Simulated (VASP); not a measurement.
Set up this calculation in VASP 6.6.1, as the native input.

```
Task                   : single point
Functional             : PBE
Dispersion             : D3(BJ)
Potentials or basis    : VASP PAW PBE potentials, release 64 (Al, As)
Cutoff                 : 500 eV
k mesh                 : 8 × 8 × 8
Occupations            : gaussian, width 0.02 eV
Spin                   : no spin polarisation
Dipole correction      : no
Further INCAR settings : ALGO = Normal; EDIFF = 1e-06; NBANDS = 11
```

The structure of AlAs lies in POSCAR:

```
AlAs
1.0
    0.0000000000      2.8323459203      2.8323459203
    2.8323459203      0.0000000000      2.8323459203
    2.8323459203      2.8323459203      0.0000000000
Al As
1 1
Direct
    0.0000000000      0.0000000000      0.0000000000
    0.7500000000      0.7500000000      0.7500000000
```

One way to write it, as run:

INCAR

```
  PREC = Accurate
  ENCUT = 500
  EDIFF = 1E-6
  ISMEAR = 0
  SIGMA = 0.02
  LREAL = False
  LASPH = True
  NELM = 120
  ALGO = Normal
  ISIF = 2
  LWAVE = False
  LCHARG = True
  GGA = PE
  IVDW = 12
  LELF = True
  LVHAR = True
  NBANDS = 11
  GGA_COMPAT = False
```

KPOINTS

```
Automatic mesh
0
Gamma
  8 8 8
```

Potentials or basis: VASP PAW PBE potentials, release 64 (Al, As).

Run with:

```bash
$ cat potpaw_PBE.64/Al/POTCAR potpaw_PBE.64/As/POTCAR > POTCAR
$ mpirun -np 1 vasp_std > vasp.out
```

It gave:

- Pressure: 0.2 GPa
- Band gap on the k mesh: 1.44 eV, indirect (least direct gap 2.04 eV)
- Dispersion energy per atom: -0.316 eV

Run time: 7.6 s on 1 thread of Intel(R) Xeon(R) 6975P-C (Granite Rapids), on a shared host, peak memory 0.18 GiB.
